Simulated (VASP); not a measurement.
# CdSe: single point with HSE06

CdSe:

```xyz
2
Lattice="0.0000 3.0678 3.0678 3.0678 0.0000 3.0678 3.0678 3.0678 0.0000" Properties=species:S:1:pos:R:3 pbc="T T T"
Cd    0.0000    0.0000    0.0000
Se    4.6017    4.6017    4.6017
```

```
Program                            : VASP 6.6.1
Task                               : single point
Functional                         : HSE06
Potentials or basis                : VASP PAW PBE potentials, release 64 (Cd, Se)
Cutoff                             : 520 eV
k mesh                             : 4 × 4 × 4
Occupations                        : gaussian, width 0.01 eV
Spin                               : no spin polarisation
Dipole correction                  : no
Grid for exact exchange (PRECFOCK) : Normal
Further INCAR settings             : ALGO = Normal; EDIFF = 1e-06; NBANDS = 16
Screening parameter                : 0.2079 1/Å
```

| Property | Result |
| --- | --- |
| Pressure | 0.5 GPa |
| Band gap on the k mesh | 1.50 eV, direct |

Levels at points of the mesh, in eV from the valence-band top:
```
           k point  band 7  band 8  band 9  band 10  band 11  band 12
(0.00, 0.00, 0.00)    0.00    0.00    0.00     1.50     6.97     6.97
(0.50, 0.00, 0.00)   -4.51   -0.76   -0.76     3.35     7.46     7.46
(0.50, 0.50, 0.00)   -4.21   -1.88   -1.88     4.00     4.72    10.20
```

Run time: 18 min on 1 thread of Intel(R) Xeon(R) Platinum 8375C CPU @ 2.90GHz (Ice Lake), with other jobs on the host, peak memory 0.29 GiB.

Caveat: the k points lie up to 0.44 Å⁻¹ apart; the PAW data sets were made with another functional, which shifts forces and pressure a little.
